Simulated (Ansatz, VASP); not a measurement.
## SiO2: VASP beside Ansatz

```
CELL_PARAMETERS angstrom
5.03608 0.00000 0.00000
-2.51804 4.36137 0.00000
0.00000 0.00000 8.56508
ATOMIC_POSITIONS crystal
Si 0.66667 0.33333 0.93705
Si 0.66667 0.33333 0.56295
Si 0.33333 0.66667 0.06295
Si 0.33333 0.66667 0.43705
O 0.00000 0.41331 0.00000
O 0.41331 0.41331 0.50000
O 0.58669 0.00000 0.50000
O 0.58669 0.58669 0.00000
O 0.00000 0.58669 0.50000
O 0.66667 0.33333 0.75000
O 0.33333 0.66667 0.25000
O 0.41331 0.00000 0.00000
```

Alike in both runs: functional r2SCAN; k mesh 6 × 6 × 4; occupations gaussian, width 0.02 eV; no spin polarisation.

Ansatz relaxed the structure, and its values are those at the end. VASP's run is a single point on that final structure, the one shown.

|  | VASP | Ansatz |
| --- | --- | --- |
| version | VASP 6.6.1 | Ansatz 0.2.0 |
| potentials or method | VASP PAW PBE potentials, release 64 (Si, O), cutoff 520 eV | scalar-relativistic, plane waves, PAW |
| valence electrons in the cell | 64 | 64 |

Ansatz gave:

| Property | Result |
| --- | --- |
| gap on the k mesh at the Fermi level (eV) | 6.18 |
| least direct gap on the mesh (eV) | 6.24 |
| pressure (GPa) | 0.0 |
| rms of the force components (eV/Å) | 0.000 |

Problem. Estimate VASP's values.

Solution. gap on the k mesh at the Fermi level (eV): 6.18; least direct gap on the mesh (eV): 6.24; pressure (GPa): 0.1; rms of the force components (eV/Å): 0.006.

VASP's potentials were made for PBE, not for r2SCAN.
